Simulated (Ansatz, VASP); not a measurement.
## One calculation of SnTe, two programs

```
CELL_PARAMETERS angstrom
0.00000 3.24617 3.24617
3.24617 0.00000 3.24617
3.24617 3.24617 0.00000
ATOMIC_POSITIONS crystal
Sn 0.00000 0.00000 0.00000
Te 0.25000 0.25000 0.25000
```

Change from the starting cell: volume scaled by 0.8, PAW files.

Alike in both runs: task single point; functional LDA; k mesh 12 × 12 × 12; occupations fermi-dirac, width 0.1 eV; no spin polarisation.

```csv
,VASP,Ansatz
version,VASP 6.6.1,Ansatz 0.2.0
potentials or method,"VASP PAW LDA potentials, release 64 (Sn_d, Te)","PAW with Ansatz's default frozen-core files, scalar-relativistic"
plane-wave cutoff (eV),520,420
valence electrons in the cell,20,30
```

```csv
,VASP,Ansatz,Ansatz less VASP
pressure (GPa),9.7,9.7,-0.07
```

LDA's correlation is that of Perdew and Zunger in VASP and of Perdew and Wang (1992) in Ansatz. VASP's potentials hold 20 valence electrons a cell and Ansatz's 30, so a difference there can come from the potentials and not from the codes.

Neither program's run includes spin-orbit coupling.
